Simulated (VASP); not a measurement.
# AlNi (P4/mmm) in VASP: notebook

Runs on AlNi. Level: PBEsol. Tasks: single point.

Program: VASP 6.6.1. These are calculated values, not measurements. Logs are shortened: lines on timing, memory, paths and dates and some standing lists are left out, and cuts for length are marked.

## Step 1: The cell of the first run

It takes space group P4/mmm (No. 123, tetragonal). Conventional cell: a = 2.880 Å, b = 2.880 Å, c = 2.783 Å, α = 90.00°, β = 90.00°, γ = 90.00°. Al (site symmetry 4/mmm) has 8 Ni at 2.47 Å and 6 Al at 2.78 to 2.88 Å within 3.3 Å. Within 3.3 Å of Ni (site symmetry 4/mmm) lie 8 Al at 2.47 Å and 6 Ni at 2.78 to 2.88 Å.

## Step 2: Single point, PBEsol (uniaxial strain along c: -3.0 %)

The input, INCAR:

```
SYSTEM = AlNi
PREC = Accurate
ENCUT = 600
EDIFF = 1E-6
ISMEAR = 0
SIGMA = 0.1
LREAL = .False.
LASPH = .True.
NELM = 120
ALGO = Normal
ISIF = 2
LWAVE = .False.
LCHARG = .True.
GGA = PS
LELF = .True.
LVHAR = .True.
NBANDS = 14
GGA_COMPAT = .False.
```

The input, KPOINTS:

```
Automatic mesh
0
Gamma
  14 14 14
  0 0 0
```

The input, POSCAR:

```
AlNi
1.0
    2.8800444036      0.0000000000      0.0000000000
    0.0000000000      2.8800444036      0.0000000000
    0.0000000000      0.0000000000      2.7833266194
Al Ni
1 1
Direct
    0.0000000000      0.0000000000      0.0000000000
    0.5000000000      0.5000000000      0.5000000000
```

Potentials or basis: VASP PAW PBE potentials, release 64 (Al, Ni).

On the command line:

```
$ cat potpaw_PBE.64/Al/POTCAR potpaw_PBE.64/Ni/POTCAR > POTCAR
$ mpirun -np 1 vasp_std > vasp.out
```

OUTCAR:

```text
SYSTEM = AlNi
   PREC = Accurate
   ENCUT = 600
   EDIFF = 1E-6
   ISMEAR = 0
   LREAL = .False.
   LASPH = .True.
   NELM = 120
   ISIF = 2
   GGA = PS

 ion  position               nearest neighbor table
   1  0.000  0.000  0.000-   2 2.47   2 2.47   2 2.47   2 2.47   2 2.47   2 2.47   2 2.47   2 2.47

   2  0.500  0.500  0.500-   1 2.47   1 2.47   1 2.47   1 2.47   1 2.47   1 2.47   1 2.47   1 2.47

  LATTYP: Found a simple tetragonal cell.
 ALAT       =     2.8800444036
 C/A-ratio  =     0.9664179538

  Lattice vectors:

 A1 = (   2.8800444036,   0.0000000000,   0.0000000000)
 A2 = (   0.0000000000,   2.8800444036,   0.0000000000)
 A3 = (   0.0000000000,   0.0000000000,   2.7833266194)

Analysis of symmetry for initial positions (statically):
=====================================================================
 Subroutine PRICEL returns:
 Original cell was already a primitive cell.

 Routine SETGRP: Setting up the symmetry group for a
 simple tetragonal supercell.

 Subroutine GETGRP returns: Found 16 space group operations
 (whereof 16 operations were pure point group operations)
 out of a pool of 16 trial point group operations.

The static configuration has the point symmetry D_4h.

Analysis of symmetry for dynamics (positions and initial velocities):
=====================================================================
 Subroutine PRICEL returns:
 Original cell was already a primitive cell.

 Routine SETGRP: Setting up the symmetry group for a
 simple tetragonal supercell.

 Subroutine GETGRP returns: Found 16 space group operations
 (whereof 16 operations were pure point group operations)
 out of a pool of 16 trial point group operations.

The dynamic configuration has the point symmetry D_4h.

 Subroutine INISYM returns: Found 16 space group operations
 (whereof 16 operations are pure point group operations),
 and found     1 'primitive' translations

----------------------------------------------------------------------------------------

                                     Primitive cell

  volume of cell :      23.0867

  direct lattice vectors                    reciprocal lattice vectors
     2.880044404  0.000000000  0.000000000     0.347216869  0.000000000  0.000000000
     0.000000000  2.880044404  0.000000000     0.000000000  0.347216869  0.000000000
     0.000000000  0.000000000  2.783326619     0.000000000  0.000000000  0.359282304

  length of vectors
     2.880044404  2.880044404  2.783326619     0.347216869  0.347216869  0.359282304

  position of ions in fractional coordinates (direct lattice)
     0.000000000  0.000000000  0.000000000
     0.500000000  0.500000000  0.500000000
[... 91 lines left out ...]
   EFERMI =   0.00;   METHOD = LEGACY
   ISMEAR =     0;   SIGMA  =   0.10  broadening in eV -4-tet -1-fermi 0-gaus
   EFERMI_NEDOS =   21; number of points for ismear=-14 and -15
   IALGO  =     38    algorithm
   IMIX   =      4    mixing-type and parameters
     AMIX     =   0.40;   BMIX     =  1.00
     AMIX_MAG =   1.60;   BMIX_MAG =  1.00
  volume/ion in A,a.u.               =      11.54        77.90
  Fermi-wavevector in a.u.,A,eV,Ry     =   1.351871  2.554665 24.865381  1.827554
  Thomas-Fermi vector in A             =   2.479256
   LORBIT       =      0    0 simple, 1 ext, 2 COOP (PROOUT), +10 PAW based schemes
   GGA     = PS    functional components
   LHFCALC =     F    Hartree Fock is set to
   AEXX    =    0.0000 exact exchange contribution
   IVDW    =     0    specifies the selected vdW correction
   LEPSILON=     F    determine dielectric tensor
   LRPA    =     F    only Hartree local field effects (RPA)
 non-spin polarized calculation
 Gauss-broadening in eV      SIGMA  =   0.10
  energy-cutoff  :      600.00
  volume of cell :       23.09
 maximum number of plane-waves:       786
 NGX is ok and might be reduce to    24
   NGX = 11   NGY = 11   NGZ = 11

 number of electron      13.0000006 magnetization

 Free energy of the ion-electron system (eV)
  ---------------------------------------------------
  ext. energy  EPLUGINS =         0.00000000
  ---------------------------------------------------
  free energy    TOTEN  =       -11.57977636 eV

  energy without entropy =      -11.57576109  energy(sigma->0) =      -11.57776873

 E-fermi :  10.3550     XC(G=0): -12.3378

 val. band max:       10.3381552192   @ k =   0.0714   0.0714   0.3571
 cond. band min:      10.3563451583   @ k =   0.5000   0.3571   0.3571
 fundamental gap:      0.0181899390
 Fermi energy:        10.3549916369

 k-point     1 :       0.0000    0.0000    0.0000
  band No.  band energies     occupation
      1      -1.0243      2.00000
      2       6.9476      2.00000
      3       6.9604      2.00000
      4       8.6890      2.00000
      5       8.7853      2.00000
      6       8.7853      2.00000
      7      15.6008      0.00000
      8      15.6008      0.00000
      9      16.8716      0.00000
     10      18.4871      0.00000
     11      18.7114      0.00000
     12      24.7922      0.00000
     13      31.1464      0.00000
     14      31.9674      0.00000
[... 377 lines left out ...]
      1       2.0136      2.00000
      2       5.8756      2.00000
      3       7.3130      2.00000
      4       7.8535      2.00000
      5       8.3030      2.00000
      6       8.6100      2.00000
      7      10.1611      1.99389
      8      13.9545      0.00000
      9      18.0602      0.00000
     10      20.4539      0.00000
     11      22.4953      0.00000
     12      25.1088      0.00000
     13      26.9695      0.00000
     14      28.3332      0.00000

 [... further k-points ...]

------------------------ aborting loop because EDIFF is reached ----------------------------------------

  FORCE on cell =-STRESS in cart. coord.  units (eV):
  Direction    XX          YY          ZZ          XY          YZ          ZX
  --------------------------------------------------------------------------------------
  -------------------------------------------------------------------------------------
  Total        0.2968760      0.2968760      0.6508670      0.0000000      0.0000000      0.0000000
  in kB       20.6026527     20.6026527     45.1689831      0.0000000      0.0000000      0.0000000
  external PRESSURE =      28.7914295 kB  Pullay stress =       0.0000000 kB

 VOLUME and BASIS-vectors are now :
 -----------------------------------------------------------------------------
  energy-cutoff  :      600.00
  volume of cell :       23.09
      direct lattice vectors                 reciprocal lattice vectors
     2.880044404  0.000000000  0.000000000     0.347216869  0.000000000  0.000000000
     0.000000000  2.880044404  0.000000000     0.000000000  0.347216869  0.000000000
     0.000000000  0.000000000  2.783326619     0.000000000  0.000000000  0.359282304

 POSITION                                       TOTAL-FORCE (eV/Angst)
 -----------------------------------------------------------------------------------
      0.00000      0.00000      0.00000         0.000000      0.000000      0.000000
      1.44002      1.44002      1.39166         0.000000      0.000000      0.000000
 -----------------------------------------------------------------------------------
    total drift:                                0.000000      0.000000     -0.000000

  FREE ENERGIE OF THE ION-ELECTRON SYSTEM (eV)
  ---------------------------------------------------
  free  energy   TOTEN  =       -11.5797763590 eV

  energy  without entropy=      -11.5757610938  energy(sigma->0) =      -11.57776873
```

OSZICAR:

```text
N       E                     dE             d eps       ncg     rms          rms(c)
DAV:   1     0.436856780728E+02    0.43686E+02   -0.59647E+03  8128   0.110E+03
DAV:   2    -0.112900712902E+02   -0.54976E+02   -0.49829E+02  8610   0.195E+02
DAV:   3    -0.132213845735E+02   -0.19313E+01   -0.19111E+01 10098   0.394E+01
DAV:   4    -0.132476071382E+02   -0.26223E-01   -0.26214E-01  9754   0.417E+00
DAV:   5    -0.132483612773E+02   -0.75414E-03   -0.75412E-03 10220   0.772E-01    0.130E+01
DAV:   6    -0.152127609155E+02   -0.19644E+01   -0.50020E+01  9396   0.101E+02    0.161E+01
DAV:   7    -0.116119407335E+02    0.36008E+01   -0.14572E+01  9654   0.597E+01    0.109E+00
DAV:   8    -0.115951027176E+02    0.16838E-01   -0.30019E-01 10210   0.592E+00    0.101E+00
DAV:   9    -0.115801823470E+02    0.14920E-01   -0.43286E-02 10430   0.268E+00    0.212E-01
DAV:  10    -0.115797773745E+02    0.40497E-03   -0.16031E-03 10938   0.547E-01    0.830E-02
DAV:  11    -0.115797772839E+02    0.90611E-07   -0.49186E-05 10172   0.608E-02    0.153E-02
DAV:  12    -0.115797763590E+02    0.92490E-06   -0.52075E-06  9988   0.327E-02
   1 F= -.11579776E+02 E0= -.11577769E+02  d E =-.401527E-02
```

stdout:

```text
POSCAR found type information on POSCAR AlNi
 POSCAR found :  2 types and       2 ions
 scaLAPACK will be used
 -----------------------------------------------------------------------------
|                                                                             |
|                                                                             |
|     You enforced a specific xc type in the INCAR file but a different       |
|     I HOPE YOU KNOW WHAT YOU ARE DOING!                                     |
|                                                                             |
 -----------------------------------------------------------------------------

 LDA part: xc-table for (Slater+PW92), standard interpolation
 POSCAR, INCAR and KPOINTS ok, starting setup
 FFT: planning ... GRIDC
 FFT: planning ... GRID_SOFT
 FFT: planning ... GRID
 WAVECAR not read
 entering main loop
```

Run time: 64 s. Hardware: 1 thread of Intel Xeon 8259CL, shared host; peak memory 0.24 GiB.

What came out:

```yaml
Free_energy: -11.5798 eV
Pressure: 2.9 GPa
Band_gap_on_the_k_mesh: zero (an odd number of electrons rules out a gap without spin polarisation)
```

Stress tensor (GPa, compression positive):
```
2.06 0.00 0.00
0.00 2.06 0.00
0.00 0.00 4.52
```

Caveat: the cell differs from its parent crystal (uniaxial strain along c: -3.0 %); the PAW data sets were made with another functional, which shifts forces and pressure a little. Spin polarisation is off, so any magnetic state and its effect on volume and gap are missing.

## Step 3: Single point, PBEsol (uniaxial strain along c: -2.0 %)

The input, INCAR:

```
SYSTEM = AlNi
ALGO = Normal
EDIFF = 1E-6
ENCUT = 600
GGA = PS
GGA_COMPAT = .FALSE.
ISIF = 2
ISMEAR = 0
LASPH = .TRUE.
LCHARG = .FALSE.
LREAL = .FALSE.
LWAVE = .FALSE.
NBANDS = 14
NELM = 120
PREC = Accurate
SIGMA = 0.1
```

The input, KPOINTS:

```
k-points
0
G
  14 14 14
  0 0 0
```

The input, POSCAR:

```
AlNi
1.0
    2.8728978914      0.0000000000      0.0000000000
    0.0000000000      2.8728978914      0.0000000000
    0.0000000000      0.0000000000      2.8120207083
Al Ni
1 1
Direct
    0.0000000000      0.0000000000      0.0000000000
    0.5000000000      0.5000000000      0.5000000000
```

Potentials or basis: VASP PAW PBE potentials, release 64 (Al, Ni).

On the command line:

```
$ cat potpaw_PBE.64/Al/POTCAR potpaw_PBE.64/Ni/POTCAR > POTCAR
$ mpirun -np 1 vasp_std > vasp.out
```

Wall time 75 s (1 thread of Intel Xeon 8259CL, shared host); peak memory 0.24 GiB.

Results (log left out):

* Free energy: -11.5840 eV
* Pressure: 2.0 GPa
* Band gap on the k mesh: zero (an odd number of electrons rules out a gap without spin polarisation)

Stress tensor (GPa, compression positive):
```
1.53 0.00 0.00
0.00 1.53 0.00
0.00 0.00 2.93
```

Levels at points of the mesh, in eV from the Fermi level:
| k point | band 4 | band 5 | band 6 | band 7 | band 8 | band 9 | band 10 | band 11 |
| --- | --- | --- | --- | --- | --- | --- | --- | --- |
| (0.00, 0.00, 0.00) | -1.62 | -1.56 | -1.56 | 5.39 | 5.39 | 6.18 | 8.18 | 8.33 |
| (0.50, 0.00, 0.00) | -2.36 | -2.23 | -1.48 | -0.69 | 8.34 | 9.89 | 10.63 | 10.93 |
| (0.50, 0.50, 0.00) | -3.04 | -2.08 | -2.08 | -1.06 | 1.40 | 2.53 | 13.01 | 15.71 |
| (0.00, 0.00, 0.50) | -2.36 | -2.36 | -1.52 | -0.54 | 8.36 | 9.98 | 9.98 | 11.16 |
| (0.50, 0.00, 0.50) | -2.84 | -2.19 | -2.16 | -1.02 | 1.61 | 2.73 | 12.47 | 15.12 |
| (0.50, 0.50, 0.50) | -1.02 | -0.98 | 1.97 | 1.97 | 2.01 | 4.02 | 4.47 | 4.70 |

Caveat: the cell differs from its parent crystal (uniaxial strain along c: -2.0 %); the PAW data sets were made with another functional, which shifts forces and pressure a little. Spin polarisation is off, so any magnetic state and its effect on volume and gap are missing.

## Step 4: Single point, PBEsol

This run uses another cell than the first one, of 11.72 Å³/atom.

The input, INCAR:

```
SYSTEM = AlNi
PREC = Accurate
ENCUT = 600
EDIFF = 1E-6
ISMEAR = 0
SIGMA = 0.1
LREAL = .FALSE.
LASPH = .TRUE.
NELM = 120
ALGO = Normal
ISIF = 2
LWAVE = .FALSE.
LCHARG = .FALSE.
GGA = PS
NBANDS = 14
GGA_COMPAT = .FALSE.
```

The input, KPOINTS:

```
Automatic mesh
0
G
  14 14 14
  0 0 0
```

The input, POSCAR:

```
AlNi
1.0
    2.8586048671      0.0000000000      0.0000000000
    0.0000000000      2.8586048671      0.0000000000
    0.0000000000      0.0000000000      2.8694088860
Al Ni
1 1
Direct
    0.0000000000      0.0000000000      0.0000000000
    0.5000000000      0.5000000000      0.5000000000
```

On the command line:

```
$ cat potpaw_PBE.64/Al/POTCAR potpaw_PBE.64/Ni/POTCAR > POTCAR
$ mpirun -np 1 vasp_std > vasp.out
```

Run time: 2.3 min. Hardware: 1 thread of Intel Xeon 8259CL, shared host; peak memory 0.24 GiB.

The run converged. Its results:

```
Free energy            : -11.5870 eV
Pressure               : 0.2 GPa
Band gap on the k mesh : zero (an odd number of electrons rules out a gap without spin polarisation)
```

Stress tensor (GPa, compression positive):
```
0.26 0.00 0.00
0.00 0.26 0.00
0.00 0.00 0.03
```

Levels at points of the mesh, in eV from the Fermi level:
| k point | band 5 | band 6 | band 7 | band 8 | band 9 | band 10 |
| --- | --- | --- | --- | --- | --- | --- |
| (0.00, 0.00, 0.00) | -1.56 | -1.55 | 5.52 | 5.65 | 5.65 | 8.22 |
| (0.50, 0.00, 0.00) | -2.27 | -1.47 | -0.62 | 8.35 | 10.03 | 10.16 |
| (0.50, 0.50, 0.00) | -2.12 | -2.12 | -1.01 | 1.55 | 2.64 | 12.47 |
| (0.00, 0.00, 0.50) | -2.27 | -1.46 | -0.65 | 8.35 | 10.15 | 10.15 |
| (0.50, 0.00, 0.50) | -2.10 | -2.10 | -1.01 | 1.51 | 2.61 | 12.57 |
| (0.50, 0.50, 0.50) | -0.98 | 1.99 | 1.99 | 1.99 | 3.93 | 4.58 |

Caveat: the PAW data sets were made with another functional, which shifts forces and pressure a little. Spin polarisation is off, so any magnetic state and its effect on volume and gap are missing.

## Step 5: Single point, PBEsol (uniaxial strain along c: -1.0 %, then relaxed in part)

The input, INCAR:

```
SYSTEM = AlNi
ALGO = Normal
EDIFF = 1E-6
ENCUT = 600
GGA = PS
GGA_COMPAT = .False.
ISIF = 2
ISMEAR = 0
LASPH = .True.
LCHARG = .False.
LREAL = .False.
LWAVE = .False.
NBANDS = 14
NELM = 120
PREC = Accurate
SIGMA = 0.1
```

The input, KPOINTS:

```
k-points
0
Gamma
  14 14 14
  0 0 0
```

The input, POSCAR:

```
AlNi
1.0
    2.8714554850      0.0000000000      0.0000000000
    0.0000000000      2.8714554850      0.0000000000
    0.0000000000      0.0000000000      2.8407147972
Al Ni
1 1
Direct
    0.0000000000      0.0000000000      0.0000000000
    0.5000000000      0.5000000000      0.5000000000
```

On the command line:

```
$ cat potpaw_PBE.64/Al/POTCAR potpaw_PBE.64/Ni/POTCAR > POTCAR
$ mpirun -np 1 vasp_std > vasp.out
```

Run time: 94 s. Hardware: 1 thread of Intel Xeon 8259CL, shared host; peak memory 0.24 GiB.

Results (log left out):

```
Free energy            : -11.5866 eV
Pressure               : 0.4 GPa
Band gap on the k mesh : zero (an odd number of electrons rules out a gap without spin polarisation)
```

Stress tensor (GPa, compression positive):
```
0.15 0.00 0.00
0.00 0.15 0.00
0.00 0.00 0.82
```

Levels at points of the mesh, in eV from the Fermi level:
```tsv
k point	band 4	band 5	band 6	band 7	band 8	band 9	band 10	band 11
(0.00, 0.00, 0.00)	-1.58	-1.55	-1.55	5.48	5.48	5.87	8.20	8.28
(0.50, 0.00, 0.00)	-2.30	-2.24	-1.46	-0.66	8.35	9.98	10.35	10.99
(0.50, 0.50, 0.00)	-2.96	-2.08	-2.08	-1.03	1.46	2.56	12.73	15.48
(0.00, 0.00, 0.50)	-2.30	-2.30	-1.48	-0.58	8.35	10.03	10.03	11.10
(0.50, 0.00, 0.50)	-2.86	-2.13	-2.12	-1.01	1.56	2.66	12.46	15.19
(0.50, 0.50, 0.50)	-1.00	-0.97	1.98	1.98	2.00	3.94	4.52	4.63
```

Caveat: the cell differs from its parent crystal (uniaxial strain along c: -1.0 %, then relaxed in part); the PAW data sets were made with another functional, which shifts forces and pressure a little.

## Step 6: Single point, PBEsol (uniaxial strain along c: -1.0 %)

The input, INCAR:

```
SYSTEM = AlNi
ALGO = Normal
EDIFF = 1E-6
ENCUT = 600
GGA = PS
GGA_COMPAT = .FALSE.
ISIF = 2
ISMEAR = 0
LASPH = .TRUE.
LCHARG = .FALSE.
LREAL = .FALSE.
LWAVE = .FALSE.
NBANDS = 14
NELM = 120
PREC = Accurate
SIGMA = 0.1
```

The input, KPOINTS:

```
k-points
0
G
  14 14 14
  0 0 0
```

The input, POSCAR:

```
AlNi
1.0
    2.8657513792      0.0000000000      0.0000000000
    0.0000000000      2.8657513792      0.0000000000
    0.0000000000      0.0000000000      2.8407147972
Al Ni
1 1
Direct
    0.0000000000      0.0000000000      0.0000000000
    0.5000000000      0.5000000000      0.5000000000
```

Potentials or basis: VASP PAW PBE potentials, release 64 (Al, Ni).

On the command line:

```
$ cat potpaw_PBE.64/Al/POTCAR potpaw_PBE.64/Ni/POTCAR > POTCAR
$ mpirun -np 1 vasp_std > vasp.out
```

Wall time 83 s (1 thread of Intel Xeon 8259CL, shared host); peak memory 0.24 GiB.

Results (log left out):

```yaml
Free_energy: -11.5863 eV
Pressure: 1.1 GPa
Band_gap_on_the_k_mesh: zero (an odd number of electrons rules out a gap without spin polarisation)
```

Stress tensor (GPa, compression positive):
```
0.89 0.00 0.00
0.00 0.89 0.00
0.00 0.00 1.43
```

Levels at points of the mesh, in eV from the Fermi level:
| k point | band 4 | band 5 | band 6 | band 7 | band 8 | band 9 | band 10 | band 11 |
| --- | --- | --- | --- | --- | --- | --- | --- | --- |
| (0.00, 0.00, 0.00) | -1.58 | -1.56 | -1.56 | 5.52 | 5.52 | 5.84 | 8.22 | 8.29 |
| (0.50, 0.00, 0.00) | -2.31 | -2.26 | -1.47 | -0.66 | 8.35 | 10.03 | 10.33 | 11.06 |
| (0.50, 0.50, 0.00) | -2.96 | -2.10 | -2.10 | -1.03 | 1.48 | 2.59 | 12.74 | 15.48 |
| (0.00, 0.00, 0.50) | -2.31 | -2.31 | -1.48 | -0.59 | 8.36 | 10.06 | 10.06 | 11.15 |
| (0.50, 0.00, 0.50) | -2.88 | -2.14 | -2.13 | -1.01 | 1.56 | 2.67 | 12.52 | 15.24 |
| (0.50, 0.50, 0.50) | -1.00 | -0.98 | 1.98 | 1.98 | 2.00 | 3.98 | 4.55 | 4.64 |

Caveat: the cell differs from its parent crystal (uniaxial strain along c: -1.0 %); the PAW data sets were made with another functional, which shifts forces and pressure a little. Spin polarisation is off, so any magnetic state and its effect on volume and gap are missing.

## Step 7: Overview

```csv
cell,gap on the mesh (eV),pressure (GPa)
"a = 2.880, b = 2.880, c = 2.783 Å, 2 atoms",none,2.9
"a = 2.873, b = 2.873, c = 2.812 Å, 2 atoms",none,2.0
"a = 2.859, b = 2.859, c = 2.869 Å, 2 atoms",none,0.2
"a = 2.871, b = 2.871, c = 2.841 Å, 2 atoms",none,0.4
"a = 2.866, b = 2.866, c = 2.841 Å, 2 atoms",none,1.1
```

Alike in all rows: task single point; level PBEsol; potentials or basis VASP PAW PBE potentials, release 64 (Al, Ni); no spin polarisation; k mesh 14 × 14 × 14; cutoff (eV) 600; smearing gaussian 0.1 eV.

Caveats: the PAW data sets were made with another functional, which shifts forces and pressure a little.

Absolute energies hang on the potentials; compare differences alone.
